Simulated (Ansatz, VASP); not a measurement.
ZnGeP2 in VASP and in Ansatz

Contents of INCAR:

```
SYSTEM = ZnGeP2
ALGO     = Normal         ! electronic algorithm
EDIFF    = 1E-6           ! SCF threshold, eV
ENCUT    = 500            ! plane-wave cutoff, eV
GGA      = PE             ! functional
GGA_COMPAT= .False.      
ISIF     = 2              ! what is computed and relaxed
ISMEAR   = -1             ! smearing method
LASPH    = .True.         ! aspherical terms in the spheres
LCHARG   = .True.         ! write CHGCAR
LELF     = .True.         ! ELF
LREAL    = .False.        ! projectors in reciprocal space
LVHAR    = .True.       
LWAVE    = .False.        ! write WAVECAR
NBANDS   = 46             ! bands
NELM     = 120            ! most SCF steps
PREC     = Accurate       ! precision mode
SIGMA    = 0.02           ! smearing width, eV
```

Contents of KPOINTS:

```
k-points
0
Gamma
  6 6 6
  0 0 0
```

Contents of POSCAR:

```
ZnGeP2
1.0
   -2.7505739907      2.7505739907      5.4192417024
    2.7505739907     -2.7505739907      5.4192417024
    2.7505739907      2.7505739907     -5.4192417024
Zn Ge P
2 2 4
Direct
    0.7500000000      0.2500000000      0.5000000000
    0.0000000000      0.0000000000      0.0000000000
    0.2500000000      0.7500000000      0.5000000000
    0.5000000000      0.5000000000      0.0000000000
    0.1300210890      0.6250000000      0.0050210890
    0.8750000000      0.8699789110      0.4949789110
    0.3750000000      0.3800210890      0.5050210890
    0.6199789110      0.1250000000      0.9949789110
```

Input for Ansatz:

```yaml
crystal:
  lattice:
    - [-2.7505739907, 2.7505739907, 5.4192417024]
    - [2.7505739907, -2.7505739907, 5.4192417024]
    - [2.7505739907, 2.7505739907, -5.4192417024]
  atoms:
    - { symbol: Zn, position: [0.75, 0.25, 0.5] }
    - { symbol: Zn, position: [0.0, 0.0, 0.0] }
    - { symbol: Ge, position: [0.25, 0.75, 0.5] }
    - { symbol: Ge, position: [0.5, 0.5, 0.0] }
    - { symbol: P, position: [0.130021089, 0.625, 0.005021089] }
    - { symbol: P, position: [0.875, 0.869978911, 0.494978911] }
    - { symbol: P, position: [0.375, 0.380021089, 0.505021089] }
    - { symbol: P, position: [0.619978911, 0.125, 0.994978911] }
kpoints:
  mp_grid: { grid: [6, 6, 6] }
  band_path:
    path:
      - [0.0, 0.0, 0.0]
      - [0.0, 0.0, 0.5]
      - [0.25, 0.25, 0.25]
      - [0.0, 0.5, 0.0]
      - [0.5, 0.5, -0.5]
      - [0.3144035238, 0.6855964762, -0.3144035238]
      - [-0.3144035238, 0.3144035238, 0.3144035238]
      - [-0.1288070476, 0.1288070476, 0.5]
      - [0.5, 0.5, -0.1288070476]
      - [0.0, 0.0, 0.492187]
    npoints: 1
hamiltonian:
  xc: pbe
scf:
  occupations: { method: fermi_dirac, width: 0.02 }
  n_extra_bands: 6
output:
  forces: true
  stress: true
  eigenvalues: true
```

Change from the starting cell: hydrostatic strain +1.0%.

Alike in both runs: task single point; functional PBE; k mesh 6 × 6 × 6; occupations fermi-dirac, width 0.02 eV; no spin polarisation.

|  | VASP | Ansatz |
| --- | --- | --- |
| version | VASP 6.6.1 | Ansatz 0.2.0 |
| potentials or method | VASP PAW PBE potentials, release 64 (Zn, Ge_d, P) | plane waves, PAW |
| plane-wave cutoff (eV) | 500 | 420 |
| valence electrons in the cell | 72 | 72 |

VASP gave:

- gap on the k mesh at the Fermi level (eV): 1.18
- pressure (GPa): 0.0
- rms of the force components (eV/Å): 0.028

**Question.** What did Ansatz give for the same quantities?

**Answer.** gap on the k mesh at the Fermi level (eV): 1.17; pressure (GPa): 0.1; rms of the force components (eV/Å): 0.040.

Atom by atom the forces differ by 0.012 eV/Å (rms over components).
